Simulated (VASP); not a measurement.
Write the native input for VASP 6.6.1 that does the following.

- Task: single point
- Functional: r2SCAN
- Potentials or basis: VASP PAW PBE potentials, release 64 (Ta_pv, N)
- Cutoff: 520 eV
- k mesh: 18 × 18 × 16
- Occupations: gaussian, width 0.15 eV
- Spin: no spin polarisation
- Dipole correction: no
- Further INCAR settings: ALGO = Normal; EDIFF = 1e-06; NBANDS = 15

TaN:

```
Ta N
1.0
     2.93800    0.00000    0.00000
    -1.46900    2.54438    0.00000
     0.00000    0.00000    2.88300
Ta N
1 1
Direct
  0.33333 0.66667 0.50000
  0.96070 0.92140 0.93063
```

This cell differs from its parent crystal: atom 2 (N) moved by (-0.200, -0.200) A along y and z.

These files were run (other wordings do the same):

POSCAR

```
TaN
1.0
    2.9379988584      0.0000000000      0.0000000000
   -1.4689994292      2.5443816477      0.0000000000
    0.0000000000      0.0000000000      2.8830000000
Ta N
1 1
Direct
    0.3333333333      0.6666666667      0.5000000000
   -0.0393022800     -0.0786045600     -0.0693721818
```

INCAR.step1

```
ALGO     = Normal         # electronic algorithm
EDIFF    = 1E-4           # SCF threshold, eV
ENCUT    = 520            # plane-wave cutoff, eV
GGA      = PE             # functional
ISMEAR   = 0              # smearing method
LASPH    = True           # aspherical terms in the spheres
LCHARG   = False          # write CHGCAR
LREAL    = False          # projectors in reciprocal space
LWAVE    = True           # write WAVECAR
NBANDS   = 15             # bands
NELM     = 80             # most SCF steps
PREC     = Accurate       # precision mode
SIGMA    = 0.15           # smearing width, eV
```

INCAR.step2

```
ALGO     = Normal         # electronic algorithm
EDIFF    = 1E-6           # SCF threshold, eV
ENCUT    = 520            # plane-wave cutoff, eV
ISIF     = 2              # what is computed and relaxed
ISMEAR   = 0              # smearing method
ISTART   = 1            
LASPH    = True           # aspherical terms in the spheres
LCHARG   = False          # write CHGCAR
LMIXTAU  = True         
LREAL    = False          # projectors in reciprocal space
LWAVE    = False          # write WAVECAR
METAGGA  = R2SCAN         # meta-GGA
NBANDS   = 15             # bands
NELM     = 80             # most SCF steps
PREC     = Accurate       # precision mode
SIGMA    = 0.15           # smearing width, eV
```

KPOINTS

```
k-points
0
Gamma
  18 18 16
```

Potentials or basis: VASP PAW PBE potentials, release 64 (Ta_pv, N).

Run with:

```sh
$ cat potpaw_PBE.64/Ta_pv/POTCAR potpaw_PBE.64/N/POTCAR > POTCAR
$ cp INCAR.step1 INCAR
$ mpirun -np 1 vasp_std > vasp.out
$ cp INCAR.step2 INCAR
$ mpirun -np 1 vasp_std > vasp.out
```

Results of the run:

```json
{"Pressure": "15.3 GPa", "Largest force": "4.212 eV/Å", "Band gap on the k mesh": "zero (bands 8 and 9 overlap by 0.34 eV)"}
```

Caveat: the cell differs from its parent crystal (atom 2 (N) moved by (-0.200, -0.200) A along y and z); the stress differs along the axes, from 8 to 20 GPa; the PAW data sets were made with another functional, which shifts forces and pressure a little; spin-orbit coupling is left out, which moves the levels of the heavy elements.

Wall time 6.7 min on 1 thread of Intel(R) Xeon(R) 6975P-C (Granite Rapids), with other jobs on the host, peak memory 0.53 GiB.
